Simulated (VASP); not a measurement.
Write the native input for VASP 6.6.1 that does the following.

```
Task                   : dielectric tensor
Functional             : LDA
Potentials or basis    : VASP PAW LDA potentials, release 64 (Cd, Se)
Cutoff                 : 520 eV
k mesh                 : 6 × 6 × 6
Occupations            : gaussian, width 0.01 eV
Spin                   : no spin polarisation
Dipole correction      : no
Further INCAR settings : ALGO = Normal; EDIFF = 1e-08
```

The structure of CdSe lies in POSCAR:

```
CdSe
1.0
    0.0000000000      3.0702710000      3.0702710000
    3.0702710000      0.0000000000      3.0702710000
    3.0702710000      3.0702710000      0.0000000000
Cd Se
1 1
Direct
    0.0000000000      0.0000000000      0.0000000000
    0.7500000000      0.7500000000      0.7500000000
```

One way to write it, as run:

INCAR

```
SYSTEM = CdSe
  ALGO = Normal
  EDIFF = 1E-8
  ENCUT = 520
  ISIF = 2
  ISMEAR = 0
  LASPH = .True.
  LCHARG = .False.
  LEPSILON = .True.
  LREAL = .False.
  LWAVE = .False.
  NELM = 100
  PREC = Accurate
  SIGMA = 0.01
```

KPOINTS

```
k-points
0
Gamma
  6 6 6
  0 0 0
```

Potentials or basis: VASP PAW LDA potentials, release 64 (Cd, Se).

The run is started by

```bash
$ cat potpaw_LDA.64/Cd/POTCAR potpaw_LDA.64/Se/POTCAR > POTCAR
$ mpirun -np 1 vasp_std > vasp.out
```

Results of the run:

```
Band gap on the k mesh                  : 0.30 eV, direct
Electronic dielectric tensor (diagonal) : 82.40
Born charges (mean of the diagonal)     : Cd +3.21; Se -3.21 e
```

Caveat: the gap is small at this level, which inflates the dielectric constant.

Run time: 120 s on 1 thread of AMD EPYC 7R43 64-Core Processor (Zen 3) (shared host), peak memory 0.2 GiB.
